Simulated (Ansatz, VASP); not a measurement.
## Two plane-wave programs on Ir

INCAR

```
SYSTEM = Ir
ALGO     = Normal         ! electronic algorithm
EDIFF    = 1E-6           ! SCF threshold, eV
ENCUT    = 500            ! plane-wave cutoff, eV
GGA      = PS             ! functional
GGA_COMPAT= .False.      
ISIF     = 2              ! what is computed and relaxed
ISMEAR   = 1              ! smearing method
LASPH    = .True.         ! aspherical terms in the spheres
LCHARG   = .True.         ! write CHGCAR
LELF     = .True.         ! ELF
LREAL    = .False.        ! projectors in reciprocal space
LVHAR    = .True.       
LWAVE    = .False.        ! write WAVECAR
NBANDS   = 16             ! bands
NELM     = 120            ! most SCF steps
PREC     = Accurate       ! precision mode
SIGMA    = 0.1            ! smearing width, eV
```

Contents of KPOINTS:

```
k-points
0
Gamma
  8 8 5
  0 0 0
```

Contents of POSCAR:

```
Ir
1.0
    2.7725536141      0.0015174624     -0.0104625041
   -1.3849640024      2.3868386236     -0.0124990985
   -0.0169616360     -0.0331944907      4.4518753785
Ir
2
Direct
    0.6806600000      0.3916000000      0.7404900000
    0.2836000000      0.6097500000      0.2056100000
```

Input for Ansatz:

```yaml
crystal:
  lattice:
    - [2.7725536140827054, 0.0015174624326768109, -0.010462504141087485]
    - [-1.3849640023709777, 2.3868386236294077, -0.012499098458627416]
    - [-0.01696163600735462, -0.033194490714805236, 4.45187537847655]
  atoms:
    - { symbol: Ir, position: [0.68066, 0.3916, 0.74049] }
    - { symbol: Ir, position: [0.2836, 0.60975, 0.20561] }
basis:
  ecutwfc: 540.0
  xc_grid: 2
kpoints:
  mp_grid:
    grid: [8, 8, 5]
hamiltonian:
  xc: pbesol
scf:
  convergence:
    dr2_threshold: 1.0e-09
  occupations:
    method: cold
    width: 0.1
output:
  forces: true
  stress: true
```

Alike in both runs: task single point; functional PBEsol; k mesh 8 × 8 × 5; no spin polarisation.

|  | VASP | Ansatz |
| --- | --- | --- |
| version | VASP 6.6.1 | Ansatz 0.2.0 |
| potentials or method | VASP PAW PBE potentials, release 64 (Ir), cutoff 500 eV | plane waves, PAW |
| occupations | methfessel-paxton of order 1, width 0.1 eV | cold, width 0.1 eV |
| valence electrons in the cell | 18 | 34 |

Ansatz gave:

```
pressure (GPa)                                                : -6.8
traceless stress, the component that is largest in VASP (GPa) : 9.02
rms of the force components (eV/Å)                            : 1.358
```

What did VASP give for the same quantities?

Pressure (GPa): -6.0; traceless stress, the component that is largest in VASP (GPa): 9.17; rms of the force components (eV/Å): 1.390.

VASP's potentials were made for PBE, not for PBEsol. Atom by atom the forces differ by 0.036 eV/Å (rms over components). VASP's potentials hold 18 valence electrons a cell and Ansatz's 34, so a difference there can come from the potentials and not from the codes. Ansatz's warnings: stress scf threshold loose.

Spin-orbit coupling is off throughout.
